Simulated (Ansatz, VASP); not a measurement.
One calculation of Ti, two programs

```
CELL_PARAMETERS angstrom
2.92170 0.00000 0.00000
-1.46085 2.53026 0.00000
0.00000 0.00000 4.77111
ATOMIC_POSITIONS crystal
Ti 0.00000 0.00000 0.00000
Ti 0.33333 0.66667 0.50000
```

Alike in both runs: task relaxation of cell and atoms; functional PBE; k mesh 18 × 18 × 10; occupations gaussian, width 0.1 eV; no spin polarisation.

|  | VASP | Ansatz |
| --- | --- | --- |
| version | VASP 6.6.1 | Ansatz 0.2.0 |
| potentials or method | VASP PAW PBE potentials, release 64 (Ti_sv), cutoff 600 eV | scalar-relativistic, plane waves, PAW |
| valence electrons in the cell | 24 | 24 |

|  | VASP | Ansatz | Ansatz less VASP |
| --- | --- | --- | --- |
| gap on the k mesh at the Fermi level, each at its own relaxed structure (eV) | none | none | - |
| relaxed volume (Å³/atom) | 17.35 | 17.39 | +0.039 |
| relaxed length of the cell vector where the two differ most in proportion (Å) | 2.936 | 2.939 | +0.0028 |

A gap of «none» marks a metal or a gap that the smearing closes.
